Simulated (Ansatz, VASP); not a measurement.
**TiAl: VASP beside Ansatz**

The input INCAR:

```
PREC = Accurate
ENCUT = 520
EDIFF = 1E-6
ISMEAR = 0
SIGMA = 0.15
LREAL = False
LASPH = True
NELM = 100
ALGO = Fast
ISIF = 2
LWAVE = False
LCHARG = False
GGA = PS
NBANDS = 14
```

The input KPOINTS:

```
regular mesh
0
Gamma
  24 24 14
```

File POSCAR:

```
TiAl
1.0
    2.8478212847      0.0000000000      0.0000000000
   -1.4239106423      2.4662855780      0.0000000000
    0.0000000000      0.0000000000      4.6199447394
Ti Al
1 1
Direct
    0.0000000000      0.0000000000     -0.0152511900
    0.3333333333      0.6666666667      0.5270566007
```

Input for Ansatz:

```yaml
crystal:
  lattice:
    - [2.8478212847, 0.0, 0.0]
    - [-1.4239106423, 2.466285578, 0.0]
    - [0.0, 0.0, 4.6199447394]
  atoms:
    - { symbol: Ti, position: [0.0, 0.0, -0.01525119] }
    - { symbol: Al, position: [0.3333333333, 0.6666666667, 0.5270566007] }
basis:
  ecutwfc: 420
kpoints:
  mp_grid: { grid: [24, 24, 14] }
hamiltonian:
  xc: pbesol
scf:
  occupations: { method: gaussian, width: 0.15 }
output:
  forces: true
  stress: true
  eigenvalues: true
  write_density: true
  write_potential: true
  elf: true
  volumetric_format: npy
```

Change from the starting cell: mode 6 (341.9 1/cm) frozen in, largest displacement +0.125 Å.

Alike in both runs: task single point; functional PBEsol; k mesh 24 × 24 × 14; occupations gaussian, width 0.15 eV; no spin polarisation.

|  | VASP | Ansatz |
| --- | --- | --- |
| version | VASP 6.6.1 | Ansatz 0.2.0 |
| potentials or method | VASP PAW PBE potentials, release 64 (Ti_sv, Al), cutoff 520 eV | scalar-relativistic, plane waves, PAW |
| valence electrons in the cell | 15 | 15 |

|  | VASP | Ansatz | Ansatz less VASP |
| --- | --- | --- | --- |
| gap on the k mesh at the Fermi level (eV) | none | none | - |
| pressure (GPa) | 2.0 | 2.0 | +0.03 |
| traceless stress, the component that is largest in VASP (GPa) | 1.28 | 1.21 | -0.066 |
| rms of the force components (eV/Å) | 0.866 | 0.864 | -0.0022 |

VASP's potentials were made for PBE, not for PBEsol. Atom by atom the forces differ by 0.002 eV/Å (rms over components). A gap of «none» marks a metal or a gap that the smearing closes.
